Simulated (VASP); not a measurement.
## SiC: G0W0 quasiparticle levels with PBE

SiC:

```
Si C
1.0
     0.00000    2.17900    2.17900
     2.17900    0.00000    2.17900
     2.17900    2.17900    0.00000
Si C
1 1
Direct
  0.00000 0.00000 0.00000
  0.25000 0.25000 0.25000
```

```yaml
Program: VASP 6.6.1
Task: G0W0 quasiparticle levels
Functional: PBE
Potentials_or_basis: VASP PAW PBE potentials, release 64 (Si_GW, C_GW)
Cutoff: 500 eV
k_mesh: 6 × 6 × 6
Occupations: gaussian, width 0.01 eV
Spin: no spin polarisation
Dipole_correction: no
GW_scheme: G0W0
GW_iterations: 1
Cutoff_of_the_response_function: 180
Frequency_points: 96
Empty_bands: 204
Further_INCAR_settings: ALGO = EVGW0; EDIFF = 1e-08; NBANDS = 208
```

- Quasiparticle gap: 2.22 eV
- Least direct quasiparticle gap: 5.61 eV
- Band gap of the starting levels on the mesh: 1.35 eV
- Least direct gap of the starting levels on the mesh: 4.54 eV

Run time: 4.5 min on 1 thread of Intel(R) Xeon(R) 6975P-C (Granite Rapids), on a shared host, peak memory 0.69 GiB.

Caveat: the k points lie up to 0.42 Å⁻¹ apart; bands, screening cutoff and mesh are small and nothing is extrapolated, so the quasiparticle values aren't converged.
